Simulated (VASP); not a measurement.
# PbO3 (I4/mmm) in VASP: a series of runs, part 2 of 2

VASP 6.6.1.

## (5) Single point, PBE

This run uses another cell than the first one, of 11.79 Å³/atom.

The input, INCAR:

```
SYSTEM = PbO3
  ALGO = Normal
  EDIFF = 1E-6
  ENCUT = 520
  GGA = PE
  ISIF = 2
  ISMEAR = 0
  LASPH = .True.
  LCHARG = .True.
  LELF = .True.
  LREAL = .False.
  LVHAR = .True.
  LWAVE = .False.
  NBANDS = 24
  NELM = 100
  PREC = Accurate
  SIGMA = 0.1
```

The input, KPOINTS:

```
k-points
0
Gamma
  20 20 20
  0 0 0
```

The input, POSCAR:

```
PbO3
1.0
   -1.6055769293      1.6055769293      4.5717227567
    1.6055769293     -1.6055769293      4.5717227567
    1.6055769293      1.6055769293     -4.5717227567
Pb O
1 3
Direct
    0.0000000000      0.0000000000      0.0000000000
    0.5000000000      0.5000000000      0.0000000000
    0.2500000000      0.7500000000      0.5000000000
    0.7500000000      0.2500000000      0.5000000000
```

Potentials or basis: VASP PAW PBE potentials, release 64 (Pb_d, O).

Run with:

```sh
$ cat potpaw_PBE.64/Pb_d/POTCAR potpaw_PBE.64/O/POTCAR > POTCAR
$ mpirun -np 1 vasp_std > vasp.out
```

OUTCAR:

```text
SYSTEM = PbO3
   EDIFF = 1E-6
   ENCUT = 520
   GGA = PE
   ISIF = 2
   ISMEAR = 0
   LASPH = .True.
   LREAL = .False.
   NELM = 100
   PREC = Accurate

 ion  position               nearest neighbor table
   1  0.000  0.000  0.000-   2 2.27   2 2.27   2 2.27   2 2.27   4 2.79   3 2.79   4 2.79   3 2.79
                             4 2.79   4 2.79   3 2.79   3 2.79
   2  0.500  0.500  0.000-   1 2.27   1 2.27   1 2.27   1 2.27
   3  0.250  0.750  0.500-   1 2.79   1 2.79   1 2.79   1 2.79
   4  0.750  0.250  0.500-   1 2.79   1 2.79   1 2.79   1 2.79

  LATTYP: Found a body centered tetragonal cell.
 ALAT       =     3.2111538586
 C/A-ratio  =     2.8474018736

  Lattice vectors:

 A1 = (  -1.6055769293,   1.6055769293,   4.5717227567)
 A2 = (   1.6055769293,  -1.6055769293,   4.5717227567)
 A3 = (   1.6055769293,   1.6055769293,  -4.5717227567)

Analysis of symmetry for initial positions (statically):
=====================================================================
 Subroutine PRICEL returns:
 Original cell was already a primitive cell.
[... 172 lines left out ...]

  energy without entropy =      -16.62254091  energy(sigma->0) =      -16.62711474

 E-fermi :   5.0548     XC(G=0): -11.5425

 val. band max:        5.0534856346   @ k =  -0.2500   0.4000   0.1500
 cond. band min:       5.0550584940   @ k =  -0.3000   0.3500   0.2000
 fundamental gap:      0.0015728594
 Fermi energy:         5.0548421110

 k-point     1 :       0.0000    0.0000    0.0000
  band No.  band energies     occupation
      1     -14.1989      2.00000
      2     -12.9007      2.00000
      3     -11.3421      2.00000
      4     -10.7425      2.00000
      5     -10.7425      2.00000
      6     -10.7384      2.00000
[... 637 lines left out ...]
     23      20.6959      0.00000
     24      21.2852      0.00000

 [... further k-points ...]

------------------------ aborting loop because EDIFF is reached ----------------------------------------

  FORCE on cell =-STRESS in cart. coord.  units (eV):
  Direction    XX          YY          ZZ          XY          YZ          ZX
  --------------------------------------------------------------------------------------
  -------------------------------------------------------------------------------------
  Total        0.0206164      0.0206164     -0.0266126      0.0000000     -0.0000000      0.0000000
  in kB        0.7006828      0.7006828     -0.9044723      0.0000000     -0.0000000      0.0000000
  external PRESSURE =       0.1656311 kB  Pullay stress =       0.0000000 kB

 VOLUME and BASIS-vectors are now :
 -----------------------------------------------------------------------------
  energy-cutoff  :      520.00
  volume of cell :       47.14
      direct lattice vectors                 reciprocal lattice vectors
    -1.605576929  1.605576929  4.571722757     0.000000000  0.311414539  0.109367962
     1.605576929 -1.605576929  4.571722757     0.311414539  0.000000000  0.109367962
     1.605576929  1.605576929 -4.571722757     0.311414539  0.311414539  0.000000000

 POSITION                                       TOTAL-FORCE (eV/Angst)
 -----------------------------------------------------------------------------------
      0.00000      0.00000      0.00000         0.000000      0.000000      0.000000
      0.00000      0.00000      4.57172         0.000000      0.000000      0.000000
      1.60558     -0.00000      2.28586         0.000000     -0.000000     -0.000000
     -0.00000      1.60558      2.28586        -0.000000      0.000000      0.000000
 -----------------------------------------------------------------------------------
    total drift:                               -0.000000     -0.000000      0.000000

  FREE ENERGIE OF THE ION-ELECTRON SYSTEM (eV)
  ---------------------------------------------------
  free  energy   TOTEN  =       -16.6316885691 eV

  energy  without entropy=      -16.6225409065  energy(sigma->0) =      -16.62711474
```

OSZICAR:

```text
N       E                     dE             d eps       ncg     rms          rms(c)
DAV:   1     0.321740133354E+03    0.32174E+03   -0.16123E+04 31248   0.160E+03
DAV:   2     0.905777335787E+01   -0.31268E+03   -0.28877E+03 35248   0.440E+02
DAV:   3    -0.179130607514E+02   -0.26971E+02   -0.25974E+02 36296   0.129E+02
DAV:   4    -0.186614598213E+02   -0.74840E+00   -0.74689E+00 37408   0.229E+01
DAV:   5    -0.186861242512E+02   -0.24664E-01   -0.24663E-01 41392   0.431E+00    0.841E+00
DAV:   6    -0.167504052988E+02    0.19357E+01   -0.42886E+00 47536   0.296E+01    0.373E+00
DAV:   7    -0.167081614911E+02    0.42244E-01   -0.47511E-01 37184   0.743E+00    0.256E+00
DAV:   8    -0.166518293084E+02    0.56332E-01   -0.82713E-02 45584   0.466E+00    0.149E+00
DAV:   9    -0.166317131824E+02    0.20116E-01   -0.58951E-02 42936   0.253E+00    0.221E-01
DAV:  10    -0.166315151548E+02    0.19803E-03   -0.54770E-03 43600   0.630E-01    0.750E-02
DAV:  11    -0.166316891024E+02   -0.17395E-03   -0.38803E-04 36648   0.171E-01    0.589E-02
DAV:  12    -0.166316898338E+02   -0.73142E-06   -0.97432E-05 44496   0.137E-01    0.120E-02
DAV:  13    -0.166316889455E+02    0.88831E-06   -0.14394E-05 37816   0.390E-02    0.520E-03
DAV:  14    -0.166316885691E+02    0.37639E-06   -0.57511E-07 25928   0.811E-03
   1 F= -.16631689E+02 E0= -.16627115E+02  d E =-.914766E-02
```

stdout:

```text
POSCAR found type information on POSCAR PbO
 POSCAR found :  2 types and       4 ions
 scaLAPACK will be used
 LDA part: xc-table for (Slater+PW92), standard interpolation
 POSCAR, INCAR and KPOINTS ok, starting setup
 FFT: planning ... GRIDC
 FFT: planning ... GRID_SOFT
 FFT: planning ... GRID
 WAVECAR not read
 entering main loop
```

It took 21 min on 1 thread of Intel Xeon Platinum 8259CL at 2.50GHz (Skylake/Cascade Lake), shared host; peak memory 0.72 GiB.

What came out:

- Free energy: -16.6317 eV
- Pressure: 0.0 GPa
- Band gap on the k mesh: zero (bands 16 and 17 overlap by 0.79 eV)

Levels at points of the mesh, in eV from the Fermi level:
| k point | band 14 | band 15 | band 16 | band 17 | band 18 | band 19 |
| --- | --- | --- | --- | --- | --- | --- |
| (0.00, 0.00, 0.00) | -2.88 | -0.40 | -0.29 | 1.04 | 1.04 | 7.47 |
| (0.50, 0.00, 0.00) | -1.28 | -1.21 | -1.00 | -0.24 | 2.38 | 4.09 |
| (0.50, 0.50, 0.00) | -1.45 | -1.42 | -0.96 | 1.61 | 1.62 | 6.70 |
| (0.50, 0.50, 0.50) | -2.45 | -0.46 | -0.44 | 1.07 | 1.07 | 5.73 |

Caveat: semilocal functionals underestimate gaps, and a narrow one can read as zero; spin-orbit coupling is left out, which moves the levels of the heavy elements.

## (6) Overview

| task | cell | k mesh | cutoff (eV) | gap on the mesh (eV) | pressure (GPa) |
| --- | --- | --- | --- | --- | --- |
| single point | a = 5.124 Å, angles 143.5, 143.5, 52.6°, 4 atoms | 6 × 6 × 6 | 520 | none | 0.1 |
| single point | a = 4.807 Å, angles 135.6, 135.6, 64.7°, 4 atoms | 8 × 8 × 8 | 520 | none | -12.5 |
| relaxation of cell and atoms | relaxed from a = 4.807 Å, angles 135.6, 135.6, 64.7°, 4 atoms | 6 × 6 × 6 | 600 | none | -0.2 |
| single point | a = 5.105 Å, angles 143.3, 143.3, 52.8°, 4 atoms | 20 × 20 × 20 | 520 | none | 0.0 |

Alike in all rows: level PBE; potentials or basis VASP PAW PBE potentials, release 64 (Pb_d, O); no spin polarisation; smearing gaussian 0.1 eV.

Caveats: semilocal functionals underestimate gaps, and a narrow one can read as zero; spin-orbit coupling is left out, which moves the levels of the heavy elements; the stress differs along the axes, from -15 to -8 GPa (at least some runs).

Absolute energies hang on the potentials; compare differences alone.

The gap in the log of VASP goes by the Fermi energy; the results here count the filled bands.